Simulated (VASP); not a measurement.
# Te (R-3m) in VASP: single point with PBEsol

Aim: the single point of Te with PBEsol.

All numbers are computed with VASP 6.6.1; they aren't measurements. Logs are shortened: lines on timing, memory, paths and dates and some standing lists are left out, and cuts for length are marked.

## (1) The cell of the first run

The structure is trigonal, space group R-3m (No. 166). The conventional cell has a = 4.454 Å, b = 4.454 Å, c = 5.051 Å, α = 90.00°, β = 90.00°, γ = 120.00°. Te (site symmetry -3m) has 6 Te at 3.07 Å within 4.0 Å.

## (2) Single point, PBEsol (strained)

Contents of INCAR:

```
SYSTEM = Te
PREC = Accurate ; ENCUT = 520
EDIFF = 1E-6 ; ISMEAR = 0
SIGMA = 0.1 ; LREAL = .FALSE.
LASPH = .TRUE. ; NELM = 100
ALGO = Normal ; ISIF = 2
LWAVE = .FALSE. ; LCHARG = .FALSE.
GGA = PS ; NBANDS = 9
```

Contents of KPOINTS:

```
regular mesh
0
G
  15 15 15
  0 0 0
```

Contents of POSCAR:

```
Te
1.0
    2.2268810009      1.2856903453      1.6837333316
   -2.2268810009      1.2856903453      1.6837333316
    0.0000000000     -2.5713806906      1.6837333316
Te
1
Direct
    0.5000000000      0.5000000000      0.5000000000
```

Potentials or basis: VASP PAW PBE potentials, release 64 (Te).

On the command line:

```
cat potpaw_PBE.64/Te/POTCAR > POTCAR
mpirun -np 1 vasp_std > vasp.out
```

OUTCAR:

```text
SYSTEM = Te
   PREC = Accurate
   ENCUT = 520
   EDIFF = 1E-6
   ISMEAR = 0
   LREAL = .FALSE.
   LASPH = .TRUE.
   NELM = 100
   ISIF = 2
   GGA = PS

 ion  position               nearest neighbor table
   1  0.500  0.500  0.500-

  LATTYP: Found a trigonal (rhomboedric) cell.
 ALAT       =     3.0735901789
 COS(alpha) =    -0.0498617086

  Lattice vectors:

 A1 = (   2.2268810009,   1.2856903453,   1.6837333316)
 A2 = (  -2.2268810009,   1.2856903453,   1.6837333316)
 A3 = (   0.0000000000,  -2.5713806906,   1.6837333316)

Analysis of symmetry for initial positions (statically):
=====================================================================
 Subroutine PRICEL returns:
 Original cell was already a primitive cell.

 Routine SETGRP: Setting up the symmetry group for a
 trigonal (rhombohedral) supercell.

 Subroutine GETGRP returns: Found 12 space group operations
 (whereof 12 operations were pure point group operations)
 out of a pool of 12 trial point group operations.

The static configuration has the point symmetry D_3d.

Analysis of symmetry for dynamics (positions and initial velocities):
=====================================================================
 Subroutine PRICEL returns:
 Original cell was already a primitive cell.

 Routine SETGRP: Setting up the symmetry group for a
 trigonal (rhombohedral) supercell.

 Subroutine GETGRP returns: Found 12 space group operations
 (whereof 12 operations were pure point group operations)
 out of a pool of 12 trial point group operations.

The dynamic configuration has the point symmetry D_3d.

 Subroutine INISYM returns: Found 12 space group operations
 (whereof 12 operations are pure point group operations),
 and found     1 'primitive' translations

----------------------------------------------------------------------------------------

                                     Primitive cell

  volume of cell :      28.9240

  direct lattice vectors                    reciprocal lattice vectors
     2.226881001  1.285690345  1.683733332     0.224529285  0.129632043  0.197972759
    -2.226881001  1.285690345  1.683733332    -0.224529285  0.129632043  0.197972759
     0.000000000 -2.571380691  1.683733332     0.000000000 -0.259264087  0.197972759

  length of vectors
     3.073590179  3.073590179  3.073590179     0.326207112  0.326207112  0.326207112

[... 80 lines left out ...]
   EDIFFG = 0.1E-04   stopping-criterion for IOM
   NSW    =      0    number of steps for IOM
   IBRION =     -1    ionic relax: 0-MD 1-quasi-New 2-CG
   NFREE  =      0    steps in history (QN), initial steepest desc. (CG)
   ISIF   =      2    stress and relaxation
   ISYM   =      2    0-nonsym 1-usesym 2-fastsym
   POTIM  = 0.5000    time-step for ionic-motion
   TEBEG  =    0.0;   TEEND  =   0.0 temperature during run
   PSTRESS=    0.0 pullay stress
   NELECT =       6.0000    total number of electrons
   NUPDOWN=      -1.0000    fix difference up-down
   EMIN   =  10.00;   EMAX   =-10.00  energy-range for DOS
   EFERMI =   0.00;   METHOD = LEGACY
   ISMEAR =     0;   SIGMA  =   0.10  broadening in eV -4-tet -1-fermi 0-gaus
   EFERMI_NEDOS =   21; number of points for ismear=-14 and -15
   IALGO  =     38    algorithm
   IMIX   =      4    mixing-type and parameters
     AMIX     =   0.40;   BMIX     =  1.00
     AMIX_MAG =   1.60;   BMIX_MAG =  1.00
  volume/ion in A,a.u.               =      28.92       195.19
  Fermi-wavevector in a.u.,A,eV,Ry     =   0.969109  1.831350 12.778213  0.939172
  Thomas-Fermi vector in A             =   2.099134
   LORBIT       =      0    0 simple, 1 ext, 2 COOP (PROOUT), +10 PAW based schemes
   GGA     = PS    functional components
   LHFCALC =     F    Hartree Fock is set to
   AEXX    =    0.0000 exact exchange contribution
   IVDW    =     0    specifies the selected vdW correction
   LEPSILON=     F    determine dielectric tensor
   LRPA    =     F    only Hartree local field effects (RPA)
 non-spin polarized calculation
 Gauss-broadening in eV      SIGMA  =   0.10
  energy-cutoff  :      520.00
  volume of cell :       28.92
 maximum number of plane-waves:       790
   NGX = 11   NGY = 11   NGZ = 11

 number of electron       6.0000001 magnetization

 Free energy of the ion-electron system (eV)
  ---------------------------------------------------
  ext. energy  EPLUGINS =         0.00000000
  ---------------------------------------------------
  free energy    TOTEN  =        -3.47965471 eV

  energy without entropy =       -3.47775636  energy(sigma->0) =       -3.47870553

 E-fermi :   7.9714     XC(G=0):  -9.9645

 val. band max:        7.9470800837   @ k =  -0.4000   0.2667   0.2000
 cond. band min:       7.9734880797   @ k =  -0.3333   0.3333   0.2000
 fundamental gap:      0.0264079960
 Fermi energy:         7.9713671150

 k-point     1 :       0.0000    0.0000    0.0000
  band No.  band energies     occupation
      1      -6.6332      2.00000
      2       9.1041      0.00000
      3       9.4602      0.00000
      4       9.4602      0.00000
      5      13.9296      0.00000
      6      13.9296      0.00000
      7      14.8510      0.00000
      8      25.6161      0.00000
      9      25.8019      0.00000
[... 265 lines left out ...]
 k-point    24 :       0.2000    0.1333   -0.0000
  band No.  band energies     occupation
      1      -5.8260      2.00000
      2       5.6088      2.00000
      3       7.4114      2.00000
      4      10.0273      0.00000
      5      14.9875      0.00000
      6      17.5006      0.00000
      7      19.0949      0.00000
      8      20.8514      0.00000
      9      22.0321      0.00000

 [... further k-points ...]

------------------------ aborting loop because EDIFF is reached ----------------------------------------

  FORCE on cell =-STRESS in cart. coord.  units (eV):
  Direction    XX          YY          ZZ          XY          YZ          ZX
  --------------------------------------------------------------------------------------
  -------------------------------------------------------------------------------------
  Total        0.9483052      0.9483052      0.8543709      0.0000000      0.0000000      0.0000000
  in kB       52.5291955     52.5291955     47.3259241      0.0000000      0.0000000      0.0000000
  external PRESSURE =      50.7947717 kB  Pullay stress =       0.0000000 kB

 VOLUME and BASIS-vectors are now :
 -----------------------------------------------------------------------------
  energy-cutoff  :      520.00
  volume of cell :       28.92
      direct lattice vectors                 reciprocal lattice vectors
     2.226881001  1.285690345  1.683733332     0.224529285  0.129632043  0.197972759
    -2.226881001  1.285690345  1.683733332    -0.224529285  0.129632043  0.197972759
     0.000000000 -2.571380691  1.683733332     0.000000000 -0.259264087  0.197972759

 POSITION                                       TOTAL-FORCE (eV/Angst)
 -----------------------------------------------------------------------------------
      0.00000      0.00000      2.52560         0.000000      0.000000     -0.000000
 -----------------------------------------------------------------------------------
    total drift:                                0.000000      0.000000     -0.000000

  FREE ENERGIE OF THE ION-ELECTRON SYSTEM (eV)
  ---------------------------------------------------
  free  energy   TOTEN  =        -3.4796547059 eV

  energy  without entropy=       -3.4777563640  energy(sigma->0) =       -3.47870553
```

OSZICAR:

```text
N       E                     dE             d eps       ncg     rms          rms(c)
DAV:   1     0.169370852236E+02    0.16937E+02   -0.25688E+03  6208   0.538E+02
DAV:   2    -0.293013639129E+01   -0.19867E+02   -0.19154E+02  8133   0.745E+01
DAV:   3    -0.347641734773E+01   -0.54628E+00   -0.54367E+00  7756   0.150E+01
DAV:   4    -0.348033998848E+01   -0.39226E-02   -0.39214E-02  8440   0.143E+00
DAV:   5    -0.348038142353E+01   -0.41435E-04   -0.41436E-04  7953   0.118E-01    0.960E+00
DAV:   6    -0.347992315437E+01    0.45827E-03   -0.26734E-04  7941   0.122E-01    0.582E+00
DAV:   7    -0.347963934213E+01    0.28381E-03   -0.63792E-04  6943   0.185E-01    0.395E-02
DAV:   8    -0.347965022108E+01   -0.10879E-04   -0.12104E-05  8569   0.226E-02    0.270E-02
DAV:   9    -0.347965488003E+01   -0.46590E-05   -0.43433E-06  6753   0.137E-02    0.157E-02
DAV:  10    -0.347965470589E+01    0.17414E-06   -0.10605E-07  4139   0.209E-03
   1 F= -.34796547E+01 E0= -.34787055E+01  d E =-.189834E-02
```

It took 34 s on 1 thread of Intel Xeon Platinum 8259CL at 2.50GHz (Skylake/Cascade Lake), shared host; peak memory 0.2 GiB.

What came out:

```yaml
Free_energy: -3.4797 eV
Pressure: 5.1 GPa
Band_gap_on_the_k_mesh: zero (bands 3 and 4 overlap by 5.71 eV)
```

Stress tensor (GPa, compression positive):
```
5.25 0.00 0.00
0.00 5.25 0.00
0.00 0.00 4.73
```

Caveat: the cell differs from its parent crystal (strained); the cell stands under pressure; the PAW data sets were made with another functional, which shifts forces and pressure a little; spin-orbit coupling is left out, which moves the levels of the heavy elements.

The gap in the log of VASP goes by the Fermi energy; the results here count the filled bands.